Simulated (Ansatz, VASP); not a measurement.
**Two plane-wave programs on ZnS**

Contents of INCAR:

```
SYSTEM = ZnS
PREC = Accurate
ENCUT = 520
EDIFF = 1E-6
ISMEAR = 0
SIGMA = 0.05
LREAL = .False.
LASPH = .True.
NELM = 60
ALGO = Normal
ISIF = 2
LWAVE = .False.
LCHARG = .True.
GGA = PE
LELF = .True.
LVHAR = .True.
NBANDS = 26
```

The input KPOINTS:

```
Automatic mesh
0
Gamma
  12 12 6
  0 0 0
```

The input POSCAR:

```
ZnS
1.0
    3.7834580605      0.0000000000      0.0000000000
   -1.8917290302      3.2765707946      0.0000000000
    0.0000000000      0.0000000000      6.5137974232
Zn S
2 2
Direct
    0.3333333333      0.6666666667      0.0052197899
    0.6666666667      0.3333333333      0.5052197899
    0.3333333333      0.6666666667      0.3797802101
    0.6666666667      0.3333333333      0.8797802101
```

Input for Ansatz:

```yaml
crystal:
  lattice:
    - [3.7834580605, 0.0, 0.0]
    - [-1.8917290302, 3.2765707946, 0.0]
    - [0.0, 0.0, 6.5137974232]
  atoms:
    - { symbol: Zn, position: [0.3333333333, 0.6666666667, 0.0052197899] }
    - { symbol: Zn, position: [0.6666666667, 0.3333333333, 0.5052197899] }
    - { symbol: S, position: [0.3333333333, 0.6666666667, 0.3797802101] }
    - { symbol: S, position: [0.6666666667, 0.3333333333, 0.8797802101] }
basis:
  ecutwfc: 420
kpoints:
  mp_grid: { grid: [12, 12, 6] }
hamiltonian:
  xc: pbe
scf:
  occupations: { method: gaussian, width: 0.05 }
output:
  forces: true
  stress: true
  eigenvalues: true
  write_density: true
  write_potential: true
  elf: true
  volumetric_format: npy
```

Alike in both runs: task single point; functional PBE; k mesh 12 × 12 × 6; occupations gaussian, width 0.05 eV; no spin polarisation.

|  | VASP | Ansatz |
| --- | --- | --- |
| version | VASP 6.6.1 | Ansatz 0.2.0 |
| potentials or method | VASP PAW PBE potentials, release 64 (Zn, S), cutoff 520 eV | scalar-relativistic, plane waves, PAW |
| valence electrons in the cell | 36 | 36 |

Ansatz gave:

| Item | Value |
| --- | --- |
| gap on the k mesh at the Fermi level (eV) | 1.95 |
| least direct gap on the mesh (eV) | 1.95 |
| pressure (GPa) | 0.2 |
| traceless stress, the component that is largest in VASP (GPa) | -3.94 |
| rms of the force components (eV/Å) | 0.125 |

Q: What did VASP give for the same quantities?

A: gap on the k mesh at the Fermi level (eV): 1.95; least direct gap on the mesh (eV): 1.95; pressure (GPa): 0.4; traceless stress, the component that is largest in VASP (GPa): -3.96; rms of the force components (eV/Å): 0.128.

Atom by atom the forces differ by 0.003 eV/Å (rms over components). With one functional, cell and mesh, what is left measures potentials, basis and numerics.
